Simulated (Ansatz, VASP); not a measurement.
Two plane-wave programs on CdI2

INCAR

```
SYSTEM = CdI2
  PREC = Accurate
  ENCUT = 400
  EDIFF = 1E-8
  ISMEAR = -1
  SIGMA = 0.03
  LREAL = .FALSE.
  LASPH = .TRUE.
  NELM = 120
  ALGO = Normal
  ISIF = 2
  LWAVE = .FALSE.
  LCHARG = .FALSE.
  GGA = PS
  LEFG = .TRUE.
  NBANDS = 20
  GGA_COMPAT = .FALSE.
```

KPOINTS

```
Automatic mesh
0
G
  8 8 5
  0 0 0
```

The input POSCAR:

```
CdI2
1.0
    4.2580989834      0.0000000000      0.0000000000
   -2.1290494917      3.6876218914      0.0000000000
    0.0000000000      0.0000000000      6.8817875428
Cd I
1 2
Direct
    0.0000000000      0.0000000000      0.0000000000
    0.3333333333      0.6666666667      0.2492000000
    0.6666666667      0.3333333333      0.7508000000
```

Input for Ansatz:

```yaml
crystal:
  lattice:
    - [4.2580989834, 0.0, 0.0]
    - [-2.1290494917, 3.6876218914, 0.0]
    - [0.0, 0.0, 6.8817875428]
  atoms:
    - { symbol: Cd, position: [0.0, 0.0, 0.0] }
    - { symbol: I, position: [0.3333333333, 0.6666666667, 0.2492] }
    - { symbol: I, position: [0.6666666667, 0.3333333333, 0.7508] }
kpoints:
  mp_grid: { grid: [8, 8, 5] }
scf:
  occupations: { method: fermi_dirac, width: 0.03 }
hamiltonian:
  xc: pbesol
  pseudopotentials: { kind: paw }
output:
  forces: true
  stress: true
  eigenvalues: true
  efg: { contact_densities: true }
  write_density: true
  write_potential: true
  elf: true
  volumetric_format: npy
```

Change from the starting cell: volume scaled by 1.01, PAW files.

Alike in both runs: task electric field gradients; functional PBEsol; k mesh 8 × 8 × 5; occupations fermi-dirac, width 0.03 eV; no spin polarisation.

|  | VASP | Ansatz |
| --- | --- | --- |
| version | VASP 6.6.1 | Ansatz 0.2.0 |
| potentials or method | VASP PAW PBE potentials, release 64 (Cd, I) | PAW with Ansatz's default frozen-core files, scalar-relativistic |
| plane-wave cutoff (eV) | 400 | 420 |
| valence electrons in the cell | 26 | 54 |

Ansatz gave:

```
gap on the k mesh at the Fermi level (eV)                     : 2.29
pressure (GPa)                                                : -0.7
traceless stress, the component that is largest in VASP (GPa) : 0.13
rms of the force components (eV/Å)                            : 0.070
size of Vzz on the site where it differs most (V/Å²)          : 57.0
```

Q: Estimate VASP's values.

A: gap on the k mesh at the Fermi level (eV): 2.28; pressure (GPa): -0.8; traceless stress, the component that is largest in VASP (GPa): 0.12; rms of the force components (eV/Å): 0.058; size of Vzz on the site where it differs most (V/Å²): 55.9.

VASP's potentials were made for PBE, not for PBEsol. Atom by atom the forces differ by 0.012 eV/Å (rms over components). VASP's potentials hold 26 valence electrons a cell and Ansatz's 54, so a difference there can come from the potentials and not from the codes.

Spin-orbit coupling is off throughout.
